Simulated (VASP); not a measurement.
The system is Mg3CdSe4.

```
CELL_PARAMETERS angstrom
5.96809 -0.00032 0.00024
-0.00032 6.05833 -0.03484
0.00024 -0.03484 6.11788
ATOMIC_POSITIONS crystal
Mg 0.99960 0.00152 0.50467
Mg 0.00547 0.50980 0.00379
Mg 0.51987 0.00797 0.98670
Cd 0.48980 0.50024 0.49918
Se 0.76186 0.74907 0.24481
Se 0.75025 0.23838 0.76068
Se 0.23605 0.74536 0.75349
Se 0.23710 0.24765 0.24668
```

* Program: VASP 6.6.1
* Task: relaxation of cell and atoms
* Functional: PBE
* Potentials or basis: VASP PAW PBE potentials, release 64 (Mg, Cd, Se)
* Cutoff: 600 eV
* k mesh: 2 × 2 × 2
* Occupations: gaussian, width 0.1 eV
* Spin: no spin polarisation

At the start: pressure 0.4 GPa; volume 27.65 Å³/atom.

Task: How do energy, volume and symmetry change on relaxing?

Result: Over 12 steps the energy falls by 25.3 meV/atom and the volume is 27.67 Å³/atom (+0.1 %); space group P1 (No. 1, to 0.1 Å) before, P-43m (No. 215, to 0.1 Å).

The path:
| step | energy change (eV) | largest force (eV/Å) | pressure (GPa) | volume (Å³) |
| --- | --- | --- | --- | --- |
| 1 | 0.0000 | 1.3537 | 0.40 | 221.19 |
| 2 | -0.1471 | 0.4165 | -0.36 | 223.37 |
| 3 | -0.1574 | 0.3120 | -0.55 | 224.19 |
| 4 | -0.1890 | 0.1370 | -0.01 | 221.26 |
| 5 | -0.1934 | 0.1040 | 0.30 | 219.75 |
| 6 | -0.1980 | 0.0853 | -0.01 | 221.22 |
| 7 | -0.1982 | 0.0997 | -0.11 | 221.72 |
| 8 | -0.2004 | 0.0718 | -0.07 | 221.51 |
| 9 | -0.2012 | 0.0598 | -0.02 | 221.27 |
| 10 | -0.2018 | 0.0320 | 0.02 | 221.09 |
| 11 | -0.2020 | 0.0333 | 0.06 | 220.94 |
| 12 | -0.2023 | 0.0238 | -0.03 | 221.36 |

Final structure:
```
CELL_PARAMETERS angstrom
6.05211 -0.00043 0.00311
0.00004 6.04827 0.00267
0.00202 0.00265 6.04731
ATOMIC_POSITIONS crystal
Mg 0.99933 0.00015 0.50105
Mg 0.00051 0.50078 0.00113
Mg 0.50263 0.99955 0.99885
Cd 0.49685 0.49903 0.49892
Se 0.75606 0.75570 0.24524
Se 0.75657 0.24626 0.75552
Se 0.24423 0.75642 0.75650
Se 0.24381 0.24211 0.24280
```

Caveat: the k points lie up to 0.52 Å⁻¹ apart in the final cell.
